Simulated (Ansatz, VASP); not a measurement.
# Two plane-wave programs on NaF

```
Na F
1.0
     0.00000    2.32000    2.32000
     2.32000    0.00000    2.32000
     2.32000    2.32000    0.00000
Na F
1 1
Cartesian
  0.0000 0.0000 0.0000
  2.3200 2.3200 2.3200
```

Alike in both runs: task relaxation of cell and atoms; functional LDA; k mesh 8 × 8 × 8; occupations gaussian, width 0.02 eV; no spin polarisation.

|  | VASP | Ansatz |
| --- | --- | --- |
| version | VASP 6.6.1 | Ansatz 0.2.0 |
| potentials or method | VASP PAW LDA potentials, release 64 (Na_pv, F), cutoff 600 eV | scalar-relativistic, plane waves, PAW |
| valence electrons in the cell | 14 | 16 |

```csv
,VASP,Ansatz,Ansatz less VASP
"gap on the k mesh at the Fermi level, each at its own relaxed structure (eV)",6.46,6.46,-0.005
relaxed volume (Å³/atom),11.37,11.41,+0.042
relaxed cell length with the largest relative difference (Å),3.180,3.184,+0.0039
```

Ansatz warns that its potentials were made for another functional, while VASP's fit it. LDA's correlation is that of Perdew and Zunger in VASP and of Perdew and Wang (1992) in Ansatz. VASP's potentials hold 14 valence electrons a cell and Ansatz's 16, so a difference there can come from the potentials and not from the codes.
